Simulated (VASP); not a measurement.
Set up this calculation in VASP 6.6.1, as the native input.

* Task: relaxation of cell and atoms
* Functional: LDA
* Potentials or basis: VASP PAW LDA potentials, release 64 (Al, N)
* Cutoff: 600 eV
* k mesh: 8 × 8 × 4
* Occupations: gaussian, width 0.01 eV
* Spin: no spin polarisation
* Target pressure: 2 GPa
* Dipole correction: no
* Further INCAR settings: ALGO = Normal; EDIFF = 1e-06; IBRION = 2; EDIFFG = -0.002; NSW = 100; ISIF = 3

The structure of AlN lies in POSCAR:

```
AlN
1.0
    3.0887635703      0.0000000000      0.0000000000
   -1.5443817851      2.6749477181      0.0000000000
    0.0000000000      0.0000000000      4.9432640587
Al N
2 2
Direct
    0.3333333333      0.6666666667     -0.0009922734
    0.6666666667      0.3333333333      0.4990077266
    0.3333333333      0.6666666667      0.3809922734
    0.6666666667      0.3333333333      0.8809922734
```

The input as run:

INCAR

```
SYSTEM = AlN
PREC = Accurate ; ENCUT = 600
EDIFF = 1E-6 ; ISMEAR = 0
SIGMA = 0.01 ; LREAL = .FALSE.
LASPH = .TRUE. ; NELM = 80
ALGO = Normal ; ISIF = 3
LWAVE = .FALSE. ; LCHARG = .FALSE.
IBRION = 2 ; NSW = 100
EDIFFG = -0.002 ; PSTRESS = 20.0
```

KPOINTS

```
Automatic mesh
0
G
  8 8 4
  0 0 0
```

Potentials or basis: VASP PAW LDA potentials, release 64 (Al, N).

Command:

```console
$ cat potpaw_LDA.64/Al/POTCAR potpaw_LDA.64/N/POTCAR > POTCAR
$ mpirun -np 1 vasp_std > vasp.out
```

It gave:

- Relaxed volume: 10.14 Å³/atom
- Relaxed cell: a = 3.082 Å, b = 3.082 Å, c = 4.930 Å, α = 90.00°, β = 90.00°, γ = 120.00°
- Space group after relaxing (to 0.05 Å): P6_3mc (No. 186)
- Energy change on relaxing (the enthalpy is what falls): +0.5 meV/atom
- Ionic steps: 8
- Pressure after relaxing: 2.0 GPa
- Band gap on the k mesh: 4.48 eV, direct

Caveat: the cell is relaxed towards a set pressure, so the enthalpy falls and the energy may rise.

Wall time 46 s on 1 thread of Intel(R) Xeon(R) Platinum 8259CL CPU @ 2.50GHz (Skylake/Cascade Lake), on a shared host, peak memory 0.16 GiB.
